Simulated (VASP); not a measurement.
A run of VASP 6.6.1:

File INCAR:

```
ALGO = Fast ; EDIFF = 1E-6
ENCUT = 520 ; GGA = PE
ISIF = 2 ; ISMEAR = 0
LASPH = True ; LCHARG = False
LREAL = False ; LWAVE = False
NBANDS = 54 ; NELM = 60
PREC = Accurate ; SIGMA = 0.15
```

The input KPOINTS:

```
k-points
0
Gamma
  13 18 5
```

The input POSCAR:

```
Cu
1.0
    3.6150000000      0.0000000000      0.0000000000
    0.0000000000      1.8075000000     -1.8075000000
    0.0000000000      7.5312500000      6.9287500000
Cu
8
Direct
    0.0000000000     -0.1562500000      0.9375000000
    0.5000000000      0.4895833333      0.0625000000
    0.0000000000     -0.0312500000      0.1875000000
    0.5000000000      0.4479166667      0.3125000000
    0.0000000000     -0.0729166667      0.4375000000
    0.5000000000      0.4062500000      0.5625000000
    0.0000000000     -0.1145833333      0.6875000000
    0.5000000000      0.3645833333      0.8125000000
```

Potentials or basis: VASP PAW PBE potentials, release 64 (Cu).

The run is started by

```bash
$ cat potpaw_PBE.64/Cu/POTCAR > POTCAR
$ mpirun -np 1 vasp_std > vasp.out
```

Hardware: 1 thread of Oxide Virtual Turin-like Processor, on a shared host.

**Question.** Estimate the wall time of this run.

**Answer.** Run time: 38 min on 1 thread of Oxide Virtual Turin-like Processor (shared host), peak memory 0.98 GiB. Counts: scf iterations 16, k points 322.
